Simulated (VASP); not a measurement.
**BaAlSi: vibrations by perturbation theory with PBEsol**

Crystal: BaAlSi.

```
CELL_PARAMETERS angstrom
4.28373 0.00000 0.00000
-2.14186 3.70982 0.00000
0.00000 0.00000 5.06684
ATOMIC_POSITIONS crystal
Ba 0.00000 0.00000 0.00000
Al 0.66667 0.33333 0.50000
Si 0.33333 0.66667 0.50000
```

- Program: VASP 6.6.1
- Task: vibrations by perturbation theory
- Functional: PBEsol
- Potentials or basis: VASP PAW PBE potentials, release 64 (Ba_sv, Al, Si)
- Cutoff: 520 eV
- k mesh: 8 × 8 × 6
- Occupations: fermi-dirac, width 0.1 eV
- Spin: no spin polarisation
- Dipole correction: no
- Further INCAR settings: ALGO = Normal; EDIFF = 1e-08; IBRION = 8; NSW = 1

- Highest phonon frequency at Γ: 419 cm⁻¹

Phonon frequencies in cm⁻¹ (negative: imaginary):
```tsv
q point	frequencies
(0.000, 0.000, 0.000)	0 0 0 120 139 139 164 419 419
```

Wall time 18 min on 1 thread of Intel(R) Xeon(R) Platinum 8259CL CPU @ 2.50GHz (Skylake/Cascade Lake), on a shared host, peak memory 0.57 GiB.
